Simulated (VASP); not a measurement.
TaN, 2 atoms in the cell. It takes space group Fm-3m (No. 225, cubic). The conventional cell has a = 4.232 Å, b = 4.232 Å, c = 4.232 Å, α = 90.00°, β = 90.00°, γ = 90.00°. Within 2.8 Å of Ta (site symmetry m-3m) lie 6 N at 2.12 Å. Within 2.8 Å of N (site symmetry m-3m) lie 6 Ta at 2.12 Å. 

| Quantity | Value |
| --- | --- |
| Program | VASP 6.6.1 |
| Task | relaxation of cell and atoms |
| Functional | r2SCAN |
| Potentials or basis | VASP PAW PBE potentials, release 64 (Ta_pv, N) |
| Cutoff | 600 eV |
| k mesh | 16 × 16 × 16 |
| Occupations | gaussian, width 0.1 eV |
| Spin | no spin polarisation |
| Target pressure | 50 GPa |
| Dipole correction | no |
| Further INCAR settings | ALGO = Normal; EDIFF = 1e-06; IBRION = 2; EDIFFG = -0.008; NSW = 70; ISIF = 3 |

Potentials or basis: VASP PAW PBE potentials, release 64 (Ta_pv, N).

Command:

```console
$ cat potpaw_PBE.64/Ta_pv/POTCAR potpaw_PBE.64/N/POTCAR > POTCAR
$ cp INCAR.step1 INCAR
$ mpirun -np 1 vasp_std > vasp.out
$ cp INCAR.step2 INCAR
$ mpirun -np 1 vasp_std > vasp.out
```

Hardware: 1 thread of Intel(R) Xeon(R) Platinum 8488C (Sapphire Rapids) (shared host).

Q: How long does it take, and how much memory?

A: Run time: 2.6 min on 1 thread of Intel(R) Xeon(R) Platinum 8488C (Sapphire Rapids) (shared host), peak memory 0.19 GiB. Counts: k points 145, ion steps 3.
